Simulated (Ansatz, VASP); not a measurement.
GaBiSe3: VASP beside Ansatz

File INCAR:

```
SYSTEM = GaBiSe3
PREC = Accurate
ENCUT = 600
EDIFF = 1E-6
ISMEAR = 0
SIGMA = 0.15
LREAL = .FALSE.
LASPH = .TRUE.
NELM = 60
ALGO = Normal
ISIF = 3
LWAVE = .FALSE.
LCHARG = .FALSE.
GGA = PE
IBRION = 2
NSW = 36
EDIFFG = -0.08
```

The input KPOINTS:

```
Automatic mesh
0
G
  4 4 4
  0 0 0
```

POSCAR

```
GaBiSe3
1.0
    2.0000000000      1.1547005400      9.3333333300
   -2.0000000000      1.1547005400      9.3333333300
    0.0000000000     -2.3094010800      9.3333333300
Ga Bi Se
1 1 3
Direct
    0.8120000000      0.8120000000      0.8120000000
    0.6067000000      0.6067000000      0.6067000000
    0.4392000000      0.4392000000      0.4392000000
    0.2023000000      0.2023000000      0.2023000000
    0.0000000000      0.0000000000      0.0000000000
```

Input for Ansatz:

```yaml
crystal:
  lattice:
    - [2.0, 1.15470054, 9.33333333]
    - [-2.0, 1.15470054, 9.33333333]
    - [0.0, -2.30940108, 9.33333333]
  atoms:
    - { symbol: Ga, position: [0.812, 0.812, 0.812] }
    - { symbol: Bi, position: [0.6067, 0.6067, 0.6067] }
    - { symbol: Se, position: [0.4392, 0.4392, 0.4392] }
    - { symbol: Se, position: [0.2023, 0.2023, 0.2023] }
    - { symbol: Se, position: [0.0, 0.0, 0.0] }
basis:
  ecutwfc: 420
kpoints:
  mp_grid: { grid: [4, 4, 4] }
hamiltonian:
  xc: pbe
scf:
  occupations: { method: gaussian, width: 0.15 }
  lower_state_search: "off"
output:
  forces: true
  stress: true
  eigenvalues: true
relax:
  adjacent_minimum: "off"
  f_tol: 0.08
  max_steps: 16
  cell: { stress_tol: 0.8 }
```

Alike in both runs: task relaxation of cell and atoms; functional PBE; k mesh 4 × 4 × 4; occupations gaussian, width 0.15 eV; no spin polarisation.

|  | VASP | Ansatz |
| --- | --- | --- |
| version | VASP 6.6.1 | Ansatz 0.2.0 |
| potentials or method | VASP PAW PBE potentials, release 64 (Ga_d, Bi_d, Se), cutoff 600 eV | scalar-relativistic, plane waves, PAW |
| valence electrons in the cell | 46 | 76 |

```csv
,VASP,Ansatz,Ansatz less VASP
"gap on the k mesh at the Fermi level, each at its own relaxed structure (eV)",0.57,0.54,-0.032
relaxed volume (Å³/atom),26.46,26.25,-0.217
relaxed cell length with the largest relative difference (Å),9.806,9.749,-0.0561
```

VASP's potentials hold 46 valence electrons a cell and Ansatz's 76, so a difference there can come from the potentials and not from the codes.

The k mesh is coarse, so the values compare programs but aren't converged. Neither program's run includes spin-orbit coupling.
